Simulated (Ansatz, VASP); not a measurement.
**SiF2: VASP beside Ansatz**

```
Si F
1.0
     4.13895    0.00000    0.00000
     0.00000    5.05156    0.00000
     0.00000    0.00000    3.15352
Si F
2 4
Cartesian
  0.0000 0.0000 0.0000
  2.0695 2.5258 1.5768
  0.8294 1.9130 0.0000
  3.3095 3.1385 0.0000
  2.8989 0.6128 1.5768
  1.2400 4.4388 1.5768
```

Alike in both runs: task relaxation of cell and atoms; functional PBE; k mesh 4 × 4 × 6; occupations gaussian, width 0.1 eV; no spin polarisation.

|  | VASP | Ansatz |
| --- | --- | --- |
| version | VASP 6.6.1 | Ansatz 0.2.0 |
| potentials or method | VASP PAW PBE potentials, release 64 (Si, F), cutoff 600 eV | scalar-relativistic, plane waves, PAW |
| valence electrons in the cell | 36 | 36 |

VASP gave:

```
gap on the k mesh at the Fermi level, each at its own relaxed structure (eV) : 1.84
relaxed volume (Å³/atom)                                                     : 14.69
relaxed cell length with the largest relative difference (Å)                 : 4.791
```

Problem. What did Ansatz give for the same quantities?

Solution. gap on the k mesh at the Fermi level, each at its own relaxed structure (eV): 1.79; relaxed volume (Å³/atom): 14.98; relaxed cell length with the largest relative difference (Å): 4.980.

Noted on VASP's run: the volume moved by over 15 % at a fixed basis, so the end points are rough.
